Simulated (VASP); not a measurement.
# NiO (Fm-3m) in VASP: a series of runs, part 2 of 2

VASP 6.6.1.

**4. Single point, PBEsol, collinear spin, ferromagnetic start**

This run uses another cell than the first one, of 8.36 Å³/atom.

File INCAR:

```
PREC     = Accurate       # precision mode
ENCUT    = 520            # plane-wave cutoff, eV
EDIFF    = 1E-6           # SCF threshold, eV
ISMEAR   = -1             # smearing method
SIGMA    = 0.05           # smearing width, eV
LREAL    = False          # projectors in reciprocal space
LASPH    = True           # aspherical terms in the spheres
NELM     = 150            # most SCF steps
ALGO     = Normal         # electronic algorithm
ISIF     = 2              # what is computed and relaxed
LWAVE    = False          # write WAVECAR
LCHARG   = False          # write CHGCAR
ISPIN    = 2              # spin polarisation
MAGMOM   = 1 0            # initial moments
LORBIT   = 11             # projections on sites
LMAXMIX  = 4              # l up to which the mixer works
GGA      = PS             # functional
NBANDS   = 19             # bands
```

File KPOINTS:

```
Automatic mesh
0
Gamma
  11 11 11
```

File POSCAR:

```
NiO
1.0
    0.0000000000      2.0297389589      2.0297389589
    2.0297389589      0.0000000000      2.0297389589
    2.0297389589      2.0297389589      0.0000000000
Ni O
1 1
Direct
    0.0000000000      0.0000000000      0.0000000000
    0.5000000000      0.5000000000      0.5000000000
```

Run with:

```bash
> cat potpaw_PBE.64/Ni/POTCAR potpaw_PBE.64/O/POTCAR > POTCAR
> mpirun -np 1 vasp_std > vasp.out
```

Run time: 50 s. Hardware: 1 thread of Intel Xeon 8259CL, shared host; peak memory 0.17 GiB.

Results (log left out):

- Free energy: -12.3908 eV
- Pressure: 6.7 GPa
- Net moment: 0.38 μB per cell
- Site moments: Ni +0.33; O +0.04 μB
- Valence electrons inside the program's atomic spheres: Ni 9.23; O 4.96

Levels at points of the mesh, in eV from the Fermi level:
Spin up:
| k point | band 5 | band 6 | band 7 | band 8 | band 9 | band 10 | band 11 | band 12 |
| --- | --- | --- | --- | --- | --- | --- | --- | --- |
| (0.00, 0.00, 0.00) | -2.25 | -2.25 | -2.25 | -2.08 | -2.08 | 2.00 | 17.86 | 19.57 |
Spin down:
```
           k point  band 6  band 7  band 8  band 9  band 10  band 11
(0.00, 0.00, 0.00)   -2.04   -2.04   -1.57   -1.57     2.08    17.86
```

Caveat: the cell stands under pressure; the PAW data sets were made with another functional, which shifts forces and pressure a little; semilocal functionals often make such compounds metallic where correlation or magnetic order opens a gap, which also shifts bond lengths. With open d or f shells a metallic result of PBEsol can be an artefact of self-interaction; +U or a hybrid may open a gap.

**5. Single point, PBEsol, collinear spin, ferromagnetic start**

This run uses another cell than the first one, of 8.54 Å³/atom.

File INCAR:

```
PREC = Accurate ; ENCUT = 520
EDIFF = 1E-6 ; ISMEAR = -1
SIGMA = 0.05 ; LREAL = False
LASPH = True ; NELM = 150
ALGO = Normal ; ISIF = 2
LWAVE = False ; LCHARG = False
ISPIN = 2 ; MAGMOM = 1 0
LORBIT = 11 ; LMAXMIX = 4
GGA = PS ; NBANDS = 19
```

File KPOINTS:

```
regular mesh
0
Gamma
  11 11 11
```

File POSCAR:

```
NiO
1.0
    0.0000000000      2.0440470022      2.0440470022
    2.0440470022      0.0000000000      2.0440470022
    2.0440470022      2.0440470022      0.0000000000
Ni O
1 1
Direct
    0.0000000000      0.0000000000      0.0000000000
    0.5000000000      0.5000000000      0.5000000000
```

Run with:

```bash
> cat potpaw_PBE.64/Ni/POTCAR potpaw_PBE.64/O/POTCAR > POTCAR
> mpirun -np 1 vasp_std > vasp.out
```

Wall time 58 s (1 thread of Intel Xeon 8259CL, shared host); peak memory 0.17 GiB.

It converged, with:

```
Free energy                                           : -12.3946 eV
Pressure                                              : 2.6 GPa
Net moment                                            : 0.81 μB per cell
Site moments                                          : Ni +0.69; O +0.10 μB
Valence electrons inside the program's atomic spheres : Ni 9.18; O 4.95
```

Levels at points of the mesh, in eV from the Fermi level:
Spin up:
| k point | band 7 | band 8 | band 9 | band 10 | band 11 | band 12 |
| --- | --- | --- | --- | --- | --- | --- |
| (0.00, 0.00, 0.00) | -2.34 | -2.34 | -2.34 | 1.86 | 17.81 | 19.37 |
Spin down:
```csv
k point,band 5,band 6,band 7,band 8,band 9,band 10,band 11,band 12
"(0.00, 0.00, 0.00)",-1.92,-1.92,-1.92,-1.28,-1.28,2.02,17.80,19.49
```

Caveat: the PAW data sets were made with another functional, which shifts forces and pressure a little; a cell with one magnetic atom can't hold antiferromagnetic order, which such compounds often take; semilocal functionals often make such compounds metallic where correlation or magnetic order opens a gap, which also shifts bond lengths.

**6. Single point, PBEsol, collinear spin, ferromagnetic start**

This run uses another cell than the first one, of 8.74 Å³/atom.

INCAR is that of step 5.

KPOINTS is that of step 5.

File POSCAR:

```
NiO
1.0
    0.0000000000      2.0595057747      2.0595057747
    2.0595057747      0.0000000000      2.0595057747
    2.0595057747      2.0595057747      0.0000000000
Ni O
1 1
Direct
    0.0000000000      0.0000000000      0.0000000000
    0.5000000000      0.5000000000      0.5000000000
```

Potentials or basis: VASP PAW PBE potentials, release 64 (Ni, O).

Run with:

```bash
> cat potpaw_PBE.64/Ni/POTCAR potpaw_PBE.64/O/POTCAR > POTCAR
> mpirun -np 1 vasp_std > vasp.out
```

It took 65 s on 1 thread of Intel Xeon 8259CL, shared host; peak memory 0.17 GiB.

It converged, with:

```yaml
Free_energy: -12.4033 eV
Pressure: -0.4 GPa
Net_moment: 1.24 μB per cell
Site_moments: Ni +1.04; O +0.17 μB
Valence_electrons_inside_the_program's_atomic_spheres: Ni 9.11; O 4.95
```

Levels at points of the mesh, in eV from the Fermi level:
Spin up:
| k point | band 6 | band 7 | band 8 | band 9 | band 10 | band 11 | band 12 | band 13 |
| --- | --- | --- | --- | --- | --- | --- | --- | --- |
| (0.00, 0.00, 0.00) | -2.72 | -2.50 | -2.50 | -2.50 | 1.66 | 17.71 | 19.11 | 19.11 |
Spin down:
```
           k point  band 3  band 4  band 5  band 6  band 7  band 8  band 9  band 10  band 11  band 12
(0.00, 0.00, 0.00)   -2.98   -2.98   -1.86   -1.86   -1.86   -1.05   -1.05     1.91    17.69    19.30
```

Caveat: the PAW data sets were made with another functional, which shifts forces and pressure a little; a cell with one magnetic atom can't hold antiferromagnetic order, which such compounds often take; semilocal functionals often make such compounds metallic where correlation or magnetic order opens a gap, which also shifts bond lengths.

**7. Overview**

```csv
cell,gap on the mesh (eV),pressure (GPa),moment (μB)
"a = 2.799 Å, angles 60.0°, 2 atoms",none,30.7,0.37
"a = 2.826 Å, angles 60.0°, 2 atoms",none,20.5,0.37
"a = 2.870 Å, angles 60.0°, 2 atoms",none,6.7,0.38
"a = 2.891 Å, angles 60.0°, 2 atoms",none,2.6,0.81
"a = 2.913 Å, angles 60.0°, 2 atoms",none,-0.4,1.24
```

Alike in all rows: task single point; level PBEsol; potentials or basis VASP PAW PBE potentials, release 64 (Ni, O); spin collinear, ferromagnetic start; k mesh 11 × 11 × 11; cutoff (eV) 520; smearing fermi-dirac 0.05 eV.

Caveats: the PAW data sets were made with another functional, which shifts forces and pressure a little; semilocal functionals often make such compounds metallic where correlation or magnetic order opens a gap, which also shifts bond lengths; the cell stands under pressure (at least some runs); a cell with one magnetic atom can't hold antiferromagnetic order, which such compounds often take (at least some runs).

Total energies depend on the potentials used, so only differences within one code and one set of settings carry meaning.

**8. Against experiment**

Step 6. Against the measured gap of NiO, 4.3 eV (quoted in “Local correlations, non-local screening, multiplets, and band formation in NiO”, 2012, arxiv:1210.6675), the calculated 0.00 eV is off by -4.30 eV. So large a miss can be the level of theory's own, or it may mean another phase, state or a wrong row. The value is that of PBEsol on a finite k mesh, which can miss the band edges, without temperature or zero-point motion. Semilocal functionals fall short of measured gaps as a rule. The run's magnetic order (collinear spin, ferromagnetic start) needn't be the measured crystal's.
